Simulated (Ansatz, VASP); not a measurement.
# C in VASP and in Ansatz

```xyz
6
Lattice="2.4645 0.0000 0.0000 0.1825 2.9547 0.0000 0.7063 1.1946 3.4145" Properties=species:S:1:pos:R:3 pbc="T T T"
C     2.8598    3.7977    2.5758
C     0.4935    0.3516    0.8387
C     1.3209    1.8103    2.7948
C     2.5254    2.3456    2.2937
C     0.8279    1.8037    1.1208
C     2.0324    2.3390    0.6197
```

Alike in both runs: task single point; functional PBE; k mesh 8 × 6 × 6; occupations gaussian, width 0.1 eV; collinear spin.

|  | VASP | Ansatz |
| --- | --- | --- |
| version | VASP 6.6.1 | Ansatz 0.2.0 |
| potentials or method | VASP PAW PBE potentials, release 64 (C), cutoff 520 eV | scalar-relativistic, plane waves, PAW |
| valence electrons in the cell | 24 | 24 |

```tsv
	VASP	Ansatz	Ansatz less VASP
gap on the k mesh at the Fermi level (eV)	none	none	-
rms of the force components (eV/Å)	3.807	3.798	-0.0096
net moment per atom (μB)	0.00	0.00	0.000
```

Atom by atom the forces differ by 0.047 eV/Å (rms over components). A gap of «none» marks a metal or a gap that the smearing closes. Ansatz's warnings: seeded moment not kept.

The k mesh is coarse, so the values compare programs but aren't converged.
